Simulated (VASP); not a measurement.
Runs of VASP 6.6.1 on CdS (Hawleyite). The structure is that of space group F-43m (No. 216), or close to it. The cells are those of the table. 

| cell | gap on the mesh (eV) | pressure (GPa) |
| --- | --- | --- |
| a = 4.326 Å, angles 60.0°, 2 atoms | 0.83 | (c) |
| a = 4.105 Å, angles 60.0°, 2 atoms | 1.18 | (b) |
| a = 4.148 Å, angles 60.0°, 2 atoms | 1.11 | 2.1 |
| a = 4.016 Å, angles 60.0°, 2 atoms | 1.32 | (d) |
| a = 4.061 Å, angles 60.0°, 2 atoms | 1.25 | 6.7 |
| a = 4.125 Å, angles 60.0°, 2 atoms | 1.15 | (a) |
| a = 4.191 Å, angles 60.0°, 2 atoms | 1.04 | 0.3 |
| a = 4.232 Å, angles 60.0°, 2 atoms | 0.98 | -1.2 |

Alike in all rows: task single point; level PBE; potentials or basis VASP PAW PBE potentials, release 64 (Cd, S); no spin polarisation; k mesh 8 × 8 × 8; cutoff (eV) 520; smearing gaussian 0.02 eV.

Question: Fill in the values left out.

Answer: (a) 3.2; (b) 4.2; (c) -3.9; (d) 9.7.

A k mesh can miss the band edges, and the runs leave out spin-orbit coupling on Cd.
